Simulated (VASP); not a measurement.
Wanted: the native input for a VASP 6.6.1 run.

| Quantity | Value |
| --- | --- |
| Task | single point |
| Functional | LDA |
| Potentials or basis | VASP PAW LDA potentials, release 64 (Fe, O) |
| Cutoff | 520 eV |
| k mesh | 11 × 11 × 11 |
| Occupations | fermi-dirac, width 0.05 eV |
| Spin | collinear spin, ferromagnetic start |
| Starting moments | [3.0, 0.0] μB |
| Dipole correction | no |
| Further INCAR settings | ALGO = Normal; EDIFF = 1e-07; NBANDS = 18 |

The structure of FeO (Wuestite) lies in POSCAR:

```
FeO
1.0
    0.0000000000      2.1113998987      2.1113998987
    2.1113998987      0.0000000000      2.1113998987
    2.1113998987      2.1113998987      0.0000000000
Fe O
1 1
Direct
    0.0000000000      0.0000000000      0.0000000000
    0.5000000000      0.5000000000      0.5000000000
```

These files were run (other wordings do the same):

INCAR

```
ALGO = Normal
EDIFF = 1E-7
ENCUT = 520
GGA = CA
ISIF = 2
ISMEAR = -1
ISPIN = 2
LASPH = True
LCHARG = False
LMAXMIX = 4
LORBIT = 11
LREAL = False
LWAVE = False
MAGMOM = 3 0
NBANDS = 18
NELM = 150
PREC = Accurate
SIGMA = 0.05
```

KPOINTS

```
k-points
0
Gamma
  11 11 11
```

Potentials or basis: VASP PAW LDA potentials, release 64 (Fe, O).

Command:

```bash
$ cat potpaw_LDA.64/Fe/POTCAR potpaw_LDA.64/O/POTCAR > POTCAR
$ mpirun -np 1 vasp_std > vasp.out
```

Results of the run:

```
Pressure                                              : -5.8 GPa
Net moment                                            : 3.86 μB per cell
Site moments                                          : Fe +3.47; O +0.30 μB
Valence electrons inside the program's atomic spheres : Fe 6.88; O 4.98
```

Caveat: a cell with one magnetic atom can't hold antiferromagnetic order, which such compounds often take.

Wall time 27 s on 1 thread of Intel Xeon 6975P-C, on a shared host, peak memory 0.16 GiB.
